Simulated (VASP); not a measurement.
A run of VASP 6.6.1 is set up as follows.

Contents of INCAR:

```
ALGO = Normal ; EDIFF = 1E-6
EDIFFG = -0.001 ; ENCUT = 600
GGA = CA ; IBRION = 2
ISIF = 3 ; ISMEAR = 0
LASPH = True ; LCHARG = False
LREAL = False ; LWAVE = False
NELM = 100 ; NSW = 80
PREC = Accurate ; SIGMA = 0.01
```

Contents of KPOINTS:

```
k-points
0
Gamma
  12 12 12
```

Contents of POSCAR:

```
BN
1.0
    1.2442989932      0.7183963586      3.2270098020
   -1.2442989932      0.7183963586      3.2270098020
    0.0000000000     -1.4367927173      3.2270098020
B N
1 1
Direct
    0.9997366515      0.9997366515      0.9997366515
    0.3326963485      0.3326963485      0.3326963485
```

Potentials or basis: VASP PAW LDA potentials, release 64 (B, N).

Run with:

```bash
$ cat potpaw_LDA.64/B/POTCAR potpaw_LDA.64/N/POTCAR > POTCAR
$ mpirun -np 1 vasp_std > vasp.out
```

(1) Estimate the relaxed cell.

(2) What does it give for the relaxed volume?

Results:

(1) a = 3.508 Å, b = 3.508 Å, c = 3.508 Å, α = 41.58°, β = 41.58°, γ = 41.58°.

(2) 8.59 Å³/atom.
